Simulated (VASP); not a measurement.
# BaSrYNbO6 (P-1) in VASP: electric field gradients with r2SCAN

Aim: the electric field gradients of BaSrYNbO6 with r2SCAN.

Program: VASP 6.6.1. These are calculated values, not measurements. Logs are shortened: lines on timing, memory, paths and dates and some standing lists are left out, and cuts for length are marked.

### Step 1. The cell of the first run

The typed cell holds 20 atoms: a = 5.978 Å, b = 5.984 Å, c = 8.458 Å, α = 90.24°, β = 90.21°, γ = 90.23°.

### Step 2. Electric field gradients, r2SCAN

File POSCAR:

```
BaSrYNbO6
1.0
    5.9782987984      0.0000000000      0.0000000000
   -0.0238225848      5.9834862721      0.0000000000
   -0.0303862286     -0.0358750443      8.4575358802
Ba Sr Y Nb O
2 2 2 2 12
Direct
    0.9951798883      0.9853797569      0.7502039506
    0.0048201117      0.0146202431      0.2497960494
    0.5008951758      0.4767933303      0.7491109625
    0.4991048242      0.5232066697      0.2508890375
    0.5000000000      0.0000000000      0.0000000000
    0.0000000000      0.5000000000      0.5000000000
    0.0000000000      0.5000000000      0.0000000000
    0.5000000000      0.0000000000      0.5000000000
    0.2098883941      0.7611245732      0.0227396101
    0.2987357980      0.2676444973      0.4602699088
    0.7901116059      0.2388754268      0.9772603899
    0.7012642020      0.7323555027      0.5397300912
    0.2626036970      0.2937286105      0.0406423386
    0.2367863487      0.7923790580      0.4817105895
    0.7373963030      0.7062713895      0.9593576614
    0.7632136513      0.2076209420      0.5182894105
    0.4501042172      0.0359853313      0.7348014552
    0.0664600220      0.4896850534      0.7653096996
    0.5498957828      0.9640146687      0.2651985448
    0.9335399780      0.5103149466      0.2346903004
```

File INCAR.step1:

```
ALGO = Normal
EDIFF = 1E-4
ENCUT = 520
GGA = PE
ISMEAR = -1
KPAR = 4
LASPH = T
LCHARG = F
LREAL = Auto
LWAVE = T
NBANDS = 96
NELM = 80
PREC = Accurate
SIGMA = 0.02
```

File INCAR.step2:

```
ALGO = Normal
EDIFF = 1E-8
ENCUT = 520
ISIF = 2
ISMEAR = -1
ISTART = 1
KPAR = 4
LASPH = T
LCHARG = F
LEFG = T
LMIXTAU = T
LREAL = Auto
LWAVE = F
METAGGA = R2SCAN
NBANDS = 96
NELM = 80
PREC = Accurate
SIGMA = 0.02
```

File KPOINTS:

```
k-points
0
Gamma
  4 4 3
```

Potentials or basis: VASP PAW PBE potentials, release 64 (Ba_sv, Sr_sv, Y_sv, Nb_sv, O).

Run with:

```sh
$ cat potpaw_PBE.64/Ba_sv/POTCAR potpaw_PBE.64/Sr_sv/POTCAR potpaw_PBE.64/Y_sv/POTCAR potpaw_PBE.64/Nb_sv/POTCAR potpaw_PBE.64/O/POTCAR > POTCAR
$ cp INCAR.step1 INCAR
$ mpirun -np 4 vasp_std > vasp.out
$ cp INCAR.step2 INCAR
$ mpirun -np 4 vasp_std > vasp.out
```

OUTCAR:

```text
EDIFF = 1E-8
   ENCUT = 520
   ISIF = 2
   ISMEAR = -1
   ISTART = 1
   LASPH = T
   LREAL = Auto
   METAGGA = R2SCAN
   NELM = 80
   PREC = Accurate

 ion  position               nearest neighbor table
   1  0.995  0.985  0.750-  11 2.74  17 2.74  16 2.75  15 2.88  12 2.91  14 2.93   9 2.96  18 3.00
                            18 3.05  17 3.28   6 3.59   7 3.60   8 3.63   5 3.64   5 3.68   8 3.69
   2  0.005  0.015  0.250-   9 2.74  19 2.74  14 2.75  13 2.88  10 2.91  16 2.93  11 2.96  20 3.00
                            20 3.05  19 3.28   6 3.59   7 3.60   8 3.63   5 3.64   5 3.68   8 3.69
   3  0.501  0.477  0.749-  18 2.60  12 2.63  15 2.64  17 2.66  11 2.96  16 2.98  10 2.99  13 3.06
                            14 3.35   9 3.36  17 3.36  18 3.38   8 3.54   5 3.56   7 3.66   6 3.66
   4  0.499  0.523  0.251-  20 2.60  10 2.63  13 2.64  19 2.66   9 2.96  14 2.98  12 2.99  15 3.06
                            16 3.35  11 3.36  19 3.36  20 3.38   8 3.54   5 3.56   7 3.66   6 3.66
   5  0.500  0.000  0.000-   9 2.25  11 2.25  17 2.27  19 2.27  13 2.29  15 2.29   3 3.56   4 3.56
                             1 3.64   2 3.64   2 3.68   1 3.68   3 3.77   4 3.77
   6  0.000  0.500  0.500-  14 2.25  16 2.25  18 2.28  20 2.28  10 2.29  12 2.29   1 3.59   2 3.59
                             3 3.66   4 3.66   4 3.66   3 3.66   1 3.74   2 3.74
   7  0.000  0.500  0.000-   9 2.01  11 2.01  18 2.03  20 2.03  13 2.03  15 2.03   1 3.60   2 3.60
                             3 3.66   4 3.66   3 3.68   4 3.68   1 3.73   2 3.73
   8  0.500  0.000  0.500-  14 2.01  16 2.01  17 2.02  19 2.02  10 2.04  12 2.04   3 3.54   4 3.54
                             1 3.63   2 3.63   2 3.69   1 3.69   3 3.78   4 3.78
   9  0.210  0.761  0.023-   7 2.01   5 2.25   2 2.74   4 2.96   1 2.96   3 3.36
  10  0.299  0.268  0.460-   8 2.04   6 2.29   4 2.63   2 2.91   3 2.99
  11  0.790  0.239  0.977-   7 2.01   5 2.25   1 2.74   3 2.96   2 2.96   4 3.36
  12  0.701  0.732  0.540-   8 2.04   6 2.29   3 2.63   1 2.91   4 2.99
  13  0.263  0.294  0.041-   7 2.03   5 2.29   4 2.64   2 2.88   3 3.06
  14  0.237  0.792  0.482-   8 2.01   6 2.25   2 2.75   1 2.93   4 2.98   3 3.35
  15  0.737  0.706  0.959-   7 2.03   5 2.29   3 2.64   1 2.88   4 3.06
  16  0.763  0.208  0.518-   8 2.01   6 2.25   1 2.75   2 2.93   3 2.98   4 3.35
  17  0.450  0.036  0.735-   8 2.02   5 2.27   3 2.66   1 2.74   1 3.28   3 3.36
  18  0.066  0.490  0.765-   7 2.03   6 2.28   3 2.60   1 3.00   1 3.05   3 3.38
  19  0.550  0.964  0.265-   8 2.02   5 2.27   4 2.66   2 2.74   2 3.28   4 3.36
  20  0.934  0.510  0.235-   7 2.03   6 2.28   4 2.60   2 3.00   2 3.05   4 3.38

  LATTYP: Found a triclinic cell.
 ALAT       =     8.4414391514
 B/A-ratio  =     0.7082084809
 C/A-ratio  =     1.2297523781
 COS(alpha) =     0.0006322820
 COS(beta)  =     0.4114575777
 COS(gamma) =     0.7053863810

  Lattice vectors:

 A1 = (   5.9544762136,   5.9834862721,   0.0000000000)
 A2 = (   5.9782987984,   0.0000000000,   0.0000000000)
 A3 = (   0.0065636438,   6.0193613164,  -8.4575358802)

Analysis of symmetry for initial positions (statically):
=====================================================================
 Subroutine PRICEL returns:
 Original cell was already a primitive cell.

 Routine SETGRP: Setting up the symmetry group for a
 triclinic supercell.

 Subroutine GETGRP returns: Found  2 space group operations
 (whereof  2 operations were pure point group operations)
 out of a pool of  2 trial point group operations.

The static configuration has the point symmetry S_2 .

Analysis of symmetry for dynamics (positions and initial velocities):
=====================================================================
 Subroutine PRICEL returns:
 Original cell was already a primitive cell.

 Routine SETGRP: Setting up the symmetry group for a
 triclinic supercell.

 Subroutine GETGRP returns: Found  2 space group operations
 (whereof  2 operations were pure point group operations)
 out of a pool of  2 trial point group operations.

The dynamic configuration has the point symmetry S_2 .

 Subroutine INISYM returns: Found  2 space group operations
 (whereof  2 operations are pure point group operations),
 and found     1 'primitive' translations

----------------------------------------------------------------------------------------

                                     Primitive cell

  volume of cell :     302.5351

  direct lattice vectors                    reciprocal lattice vectors
[... 140 lines left out ...]
   IALGO  =     38    algorithm
   IMIX   =      4    mixing-type and parameters
     AMIX     =   0.40;   BMIX     =  1.00
     AMIX_MAG =   1.60;   BMIX_MAG =  1.00
  volume/ion in A,a.u.               =      15.13       102.08
  Fermi-wavevector in a.u.,A,eV,Ry     =   1.323903  2.501814 23.847200  1.752720
  Thomas-Fermi vector in A             =   2.453477
   LORBIT       =      0    0 simple, 1 ext, 2 COOP (PROOUT), +10 PAW based schemes
   METAGGA = R2SCAN    functional components
   LHFCALC =     F    Hartree Fock is set to
   AEXX    =    0.0000 exact exchange contribution
   IVDW    =     0    specifies the selected vdW correction
   LEPSILON=     F    determine dielectric tensor
   LRPA    =     F    only Hartree local field effects (RPA)
 non-spin polarized calculation
  energy-cutoff  :      520.00
  volume of cell :      302.54
 maximum number of plane-waves:      8173
 NGX is ok and might be reduce to    48
   NGX = 23   NGY = 23   NGZ = 31

 number of electron     159.9999990 magnetization

 Free energy of the ion-electron system (eV)
  ---------------------------------------------------
  ext. energy  EPLUGINS =         0.00000000
  ---------------------------------------------------
  free energy    TOTEN  =      -312.74606943 eV

  energy without entropy =     -312.74606943  energy(sigma->0) =     -312.74606943

 E-fermi :   2.7397     XC(G=0): -11.0377

 val. band max:        2.2003443424   @ k =   0.5000   0.5000   0.0000
 cond. band min:       5.7955942485   @ k =   0.0000   0.0000   0.0000
 fundamental gap:      3.5952499060
 Fermi energy:         2.7397246031

 k-point     1 :       0.0000    0.0000    0.0000
  band No.  band energies     occupation
      1     -53.9917      2.00000
      2     -53.9905      2.00000
      3     -38.6358      2.00000
      4     -38.6264      2.00000
      5     -31.7918      2.00000
      6     -31.7862      2.00000
[... 2269 lines left out ...]
     91       9.0996      0.00000
     92       9.1425      0.00000

 [... further k-points ...]

 [bands above 92 left out]

------------------------ aborting loop because EDIFF is reached ----------------------------------------

  FORCE on cell =-STRESS in cart. coord.  units (eV):
  Direction    XX          YY          ZZ          XY          YZ          ZX
  --------------------------------------------------------------------------------------
  -------------------------------------------------------------------------------------
  Total       -8.1666027     -8.0795122     -8.2933273      0.7669470     -0.0170132      0.1028476
  in kB      -43.2490174    -42.7877999    -43.9201307      4.0616282     -0.0900993      0.5446642
  external PRESSURE =     -43.3189826 kB  Pullay stress =       0.0000000 kB

 VOLUME and BASIS-vectors are now :
 -----------------------------------------------------------------------------
  energy-cutoff  :      520.00
  volume of cell :      302.54
      direct lattice vectors                 reciprocal lattice vectors
     5.978298798  0.000000000  0.000000000     0.167271666  0.000665974  0.000603798
    -0.023822585  5.983486272  0.000000000     0.000000000  0.167126647  0.000708915
    -0.030386229 -0.035875044  8.457535880     0.000000000  0.000000000  0.118237748

 POSITION                                       TOTAL-FORCE (eV/Angst)
 -----------------------------------------------------------------------------------
      5.90321      5.86909      6.34488         0.002378     -0.008901     -0.003206
      0.02088      0.07852      2.11266        -0.002378      0.008901      0.003206
      2.96038      2.82601      6.33563         0.009607      0.002590      0.002664
      2.96371      3.12160      2.12190        -0.009607     -0.002590     -0.002664
      2.98915      0.00000      0.00000        -0.000000      0.000000      0.000000
     -0.02710      2.97381      4.22877        -0.000000      0.000000      0.000000
[... 12 lines left out ...]
      3.25642      5.75865      2.24293        -0.107004      0.034030      0.133527
      5.56169      3.04504      1.98490         0.070214      0.005708     -0.131325
 -----------------------------------------------------------------------------------
    total drift:                                0.000000      0.000000      0.000000

  FREE ENERGIE OF THE ION-ELECTRON SYSTEM (eV)
  ---------------------------------------------------
  free  energy   TOTEN  =      -312.7460694348 eV

  energy  without entropy=     -312.7460694348  energy(sigma->0) =     -312.74606943

 Electric field gradients (V/A^2)
---------------------------------------------------------------------
 ion       V_xx      V_yy      V_zz      V_xy      V_xz      V_yz
---------------------------------------------------------------------
   1     -22.183    19.800     2.383    25.159     7.876     3.626
   2     -22.183    19.800     2.383    25.159     7.876     3.626
   3     -11.777    -3.907    15.684   -46.480    -2.263    -1.551
   4     -11.777    -3.907    15.684   -46.480    -2.263    -1.551
   5      -0.560    -0.474     1.033   -15.040    10.707    12.400
   6     -10.406     5.428     4.978   -19.582    -4.310     3.570
[... 12 lines left out ...]
  19      -2.828     6.200    -3.371     0.431    -1.798     1.094
  20       0.115     4.112    -4.226    -0.657    -3.428     0.237
---------------------------------------------------------------------

 Electric field gradients after diagonalization (V/A^2)
 (convention: |V_zz| > |V_xx| > |V_yy|)
----------------------------------------------------------------------
 ion       V_xx      V_yy      V_zz     asymmetry (V_yy - V_xx)/ V_zz
----------------------------------------------------------------------
   1      33.028     1.786   -34.815       0.897
   2      33.028     1.786   -34.815       0.897
   3      38.811    15.782   -54.593       0.422
   4      38.811    15.782   -54.593       0.422
   5      14.821    10.773   -25.595       0.158
   6      20.497     3.203   -23.699       0.730
[... 12 lines left out ...]
  19      -5.028    -1.301     6.329       0.589
  20       4.318     1.797    -6.115       0.412
----------------------------------------------------------------------

           NMR quadrupolar parameters

 Cq : quadrupolar parameter    Cq=e*Q*V_zz/h
 eta: asymmetry parameters     (V_yy - V_xx)/ V_zz
 Q  : nuclear electric quadrupole moment in mb (millibarn)
----------------------------------------------------------------------
 ion       Cq(MHz)       eta       Q (mb)
----------------------------------------------------------------------
   1      -0.084       0.897       1.000
   2      -0.084       0.897       1.000
   3      -0.132       0.422       1.000
   4      -0.132       0.422       1.000
   5      -0.062       0.158       1.000
   6      -0.057       0.730       1.000
[... 12 lines left out ...]
  19       0.015       0.589       1.000
  20      -0.015       0.412       1.000
----------------------------------------------------------------------
```

Wall time 12 min (4 MPI ranks of Intel Xeon Platinum 8559C (Emerald Rapids), shared host); peak memory 0.74 GiB.

What came out:

```yaml
Free_energy: -312.7461 eV
Pressure: -4.3 GPa
Largest_force: 0.197 eV/Å
Band_gap_on_the_k_mesh: 3.60 eV (least direct gap 3.61 eV)
Largest_electric_field_gradient_by_atom: Ba -34.8; Sr -54.6; Y -25.6, -23.7; Nb -25.3, -27.5; O +10.1, -6.0, -6.3, +9.1, +6.3, -6.1 (each value once) V/Å²
```

Forces in eV/Å, atoms in the order of the input:
```
Ba   0.002 -0.009 -0.003
Ba  -0.002  0.009  0.003
Sr   0.010  0.003  0.003
Sr  -0.010 -0.003 -0.003
Y    0.000  0.000  0.000
Y    0.000  0.000  0.000
Nb   0.000  0.000  0.000
Nb   0.000  0.000  0.000
O   -0.040 -0.182 -0.062
O    0.068 -0.112  0.073
O    0.040  0.182  0.062
O   -0.068  0.112 -0.073
O   -0.112  0.079 -0.077
O    0.175  0.034  0.044
O    0.112 -0.079  0.077
O   -0.175 -0.034 -0.044
O    0.107 -0.034 -0.134
O   -0.070 -0.006  0.131
O   -0.107  0.034  0.134
O    0.070  0.006 -0.131
```

Stress tensor (GPa, compression positive):
```
-4.32  0.41  0.05
 0.41 -4.28 -0.01
 0.05 -0.01 -4.39
```

Electric field gradients, principal values (V/Å²):
```tsv
atom	least	middle	greatest (by size)
1 Ba	1.786	33.028	-34.815
2 Ba	1.786	33.028	-34.815
3 Sr	15.782	38.811	-54.593
4 Sr	15.782	38.811	-54.593
5 Y	10.773	14.821	-25.595
6 Y	3.203	20.497	-23.699
7 Nb	8.325	17.008	-25.332
8 Nb	4.202	23.279	-27.480
9 O	-2.141	-7.951	10.092
10 O	2.255	3.754	-6.009
11 O	-2.141	-7.951	10.092
12 O	2.255	3.754	-6.009
13 O	1.441	4.816	-6.257
14 O	-0.667	-8.452	9.120
15 O	1.441	4.816	-6.257
16 O	-0.667	-8.452	9.120
17 O	-1.301	-5.028	6.329
18 O	1.797	4.318	-6.115
19 O	-1.301	-5.028	6.329
20 O	1.797	4.318	-6.115
```

Caveat: the cell stands under tension; without QUAD_EFG the Cq values of the log hold for a quadrupole moment of 1 mb, not for the nuclei; the PAW data sets were made with another functional, which shifts forces and pressure a little; spin-orbit coupling is left out, which moves the levels of the heavy elements. A k mesh can miss the band edges.
